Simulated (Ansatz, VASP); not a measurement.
# Os in VASP and in Ansatz

```xyz
2
Lattice="2.7341 0.0000 0.0000 -1.3671 2.3678 0.0000 0.0000 0.0000 4.3197" Properties=species:S:1:pos:R:3 pbc="T T T"
Os    0.0000    1.5785    1.0799
Os    1.3671    0.7893    3.2398
```

Change from the starting cell: shortest bond scaled by 1, PAW files.

Alike in both runs: task electric field gradients; functional r2SCAN; k mesh 13 × 13 × 7; occupations fermi-dirac, width 0.05 eV; no spin polarisation.

|  | VASP | Ansatz |
| --- | --- | --- |
| version | VASP 6.6.1 | Ansatz 0.2.0 |
| potentials or method | VASP PAW PBE potentials, release 64 (Os_sv_GW) | PAW with Ansatz's default frozen-core files, scalar-relativistic |
| plane-wave cutoff (eV) | 460 | 500 |
| valence electrons in the cell | 32 | 32 |

VASP gave:

| Property | Result |
| --- | --- |
| size of Vzz on the site where it differs most (V/Å²) | 71.0 |

Question: Estimate Ansatz's values.

Answer: Size of Vzz on the site where it differs most (V/Å²): 62.6.

VASP's potentials were made for PBE, not for r2SCAN.

Spin-orbit coupling is off throughout.
